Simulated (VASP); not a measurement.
Wanted: the native input for a VASP 6.6.1 run.

| Quantity | Value |
| --- | --- |
| Task | single point |
| Functional | PBE |
| Potentials or basis | VASP PAW PBE potentials, release 64 (B) |
| Cutoff | 520 eV |
| k mesh | 6 × 6 × 6 |
| Occupations | fermi-dirac, width 0.1 eV |
| Spin | no spin polarisation |
| Dipole correction | no |
| Further INCAR settings | ALGO = Normal; EDIFF = 1e-06; NBANDS = 8 |

The structure of B lies in POSCAR:

```
B
1.0
    0.0000000000      2.2690000000      2.2690000000
    2.2690000000      0.0000000000      2.2690000000
    2.2690000000      2.2690000000      0.0000000000
B
1
Direct
    0.0000000000      0.0000000000      0.0000000000
```

The input as run:

INCAR

```
SYSTEM = B
ALGO     = Normal         ! electronic algorithm
EDIFF    = 1E-6           ! SCF threshold, eV
ENCUT    = 520            ! plane-wave cutoff, eV
GGA      = PE             ! functional
ISIF     = 2              ! what is computed and relaxed
ISMEAR   = -1             ! smearing method
LASPH    = .True.         ! aspherical terms in the spheres
LCHARG   = .True.         ! write CHGCAR
LELF     = .True.         ! ELF
LREAL    = .False.        ! projectors in reciprocal space
LVHAR    = .True.       
LWAVE    = .False.        ! write WAVECAR
NBANDS   = 8              ! bands
NELM     = 80             ! most SCF steps
PREC     = Accurate       ! precision mode
SIGMA    = 0.1            ! smearing width, eV
```

KPOINTS

```
k-points
0
Gamma
  6 6 6
  0 0 0
```

Potentials or basis: VASP PAW PBE potentials, release 64 (B).

The run is started by

```bash
$ cat potpaw_PBE.64/B/POTCAR > POTCAR
$ mpirun -np 1 vasp_std > vasp.out
```

Results of the run:

- Pressure: -14.3 GPa

Caveat: the k points lie up to 0.40 Å⁻¹ apart.

Wall time 1.8 s on 1 thread of AMD EPYC 9R45 96-Core Processor (Zen 5), with other jobs on the host, peak memory 0.09 GiB.
